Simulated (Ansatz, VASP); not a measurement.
Two plane-wave programs on AlN

```
Al N
1.0
     2.98938    0.00000    0.00000
    -1.49469    2.83286    0.00000
     0.00000    0.00000    5.01798
Al N
2 2
Direct
  0.33333 0.66667 0.00173
  0.66667 0.33333 0.50173
  0.33333 0.66667 0.38327
  0.66667 0.33333 0.88327
```

Change from the starting cell: strain -0.0450 x Voigt [1, -1, 0, 0, 0, 0], atoms carried along.

Alike in both runs: task single point; functional PBE; k mesh 12 × 12 × 6; occupations gaussian, width 0.05 eV; no spin polarisation.

|  | VASP | Ansatz |
| --- | --- | --- |
| version | VASP 6.6.1 | Ansatz 0.2.0 |
| potentials or method | VASP PAW PBE potentials, release 64 (Al, N), cutoff 520 eV | scalar-relativistic, plane waves, PAW |
| valence electrons in the cell | 16 | 16 |

```csv
,VASP,Ansatz,Ansatz less VASP
gap on the k mesh at the Fermi level (eV),3.88,3.87,-0.007
least direct gap on the mesh (eV),3.88,3.87,-0.007
pressure (GPa),1.0,1.3,+0.26
"traceless stress, the component that is largest in VASP (GPa)",16.17,16.08,-0.095
rms of the force components (eV/Å),0.400,0.398,-0.0024
```

Atom by atom the forces differ by 0.003 eV/Å (rms over components).
